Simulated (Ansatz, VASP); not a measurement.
**Na3Li: VASP beside Ansatz**

File INCAR:

```
PREC = Accurate
ENCUT = 600
EDIFF = 1E-6
ISMEAR = 0
SIGMA = 0.1
LREAL = F
LASPH = T
NELM = 80
ALGO = Normal
ISIF = 3
LWAVE = F
LCHARG = F
GGA = PE
IBRION = 2
NSW = 100
EDIFFG = -0.05
```

KPOINTS

```
regular mesh
0
Gamma
  4 4 4
```

The input POSCAR:

```
Na3Li
1.0
    4.4072490818      0.0000000000      0.0000000000
    0.0000000000      4.4072490818      0.0000000000
    0.0000000000      0.0000000000      4.4072490818
Na Li
3 1
Direct
    0.0000000000      0.5000000000      0.5000000000
    0.5000000000      0.0000000000      0.5000000000
    0.5000000000      0.5000000000      0.0000000000
    0.0000000000      0.0000000000      0.0000000000
```

Input for Ansatz:

```yaml
crystal:
  lattice:
    - [4.4072490818, 0.0, 0.0]
    - [0.0, 4.4072490818, 0.0]
    - [0.0, 0.0, 4.4072490818]
  atoms:
    - { symbol: Na, position: [0.0, 0.5, 0.5] }
    - { symbol: Na, position: [0.5, 0.0, 0.5] }
    - { symbol: Na, position: [0.5, 0.5, 0.0] }
    - { symbol: Li, position: [0.0, 0.0, 0.0] }
basis:
  ecutwfc: 420
kpoints:
  mp_grid: { grid: [4, 4, 4] }
hamiltonian:
  xc: pbe
scf:
  occupations: { method: gaussian, width: 0.1 }
output:
  forces: true
  stress: true
  eigenvalues: true
relax:
  adjacent_minimum: "off"
  f_tol: 0.05
  max_steps: 80
  cell: { stress_tol: 0.5 }
```

Alike in both runs: task relaxation of cell and atoms; functional PBE; k mesh 4 × 4 × 4; occupations gaussian, width 0.1 eV; no spin polarisation.

|  | VASP | Ansatz |
| --- | --- | --- |
| version | VASP 6.6.1 | Ansatz 0.2.0 |
| potentials or method | VASP PAW PBE potentials, release 64 (Na_pv, Li_sv), cutoff 600 eV | scalar-relativistic, plane waves, PAW |
| valence electrons in the cell | 24 | 30 |

Ansatz gave:

| Quantity | Value |
| --- | --- |
| gap on the k mesh at the Fermi level, each at its own relaxed structure (eV) | none |
| relaxed volume (Å³/atom) | 32.16 |
| relaxed length of the cell vector where the two differ most in proportion (Å) | 5.048 |

Problem. Estimate VASP's values.

Solution. gap on the k mesh at the Fermi level, each at its own relaxed structure (eV): none; relaxed volume (Å³/atom): 31.94; relaxed length of the cell vector where the two differ most in proportion (Å): 5.037.

A gap of «none» marks a metal or a gap that the smearing closes. VASP's potentials hold 24 valence electrons a cell and Ansatz's 30, so a difference there can come from the potentials and not from the codes.

Noted on VASP's run: the cutoff is under 1.25 times that of the potentials, so the pressure is a little rough; the volume moved by over 15 % at a fixed basis, so the end points are rough.
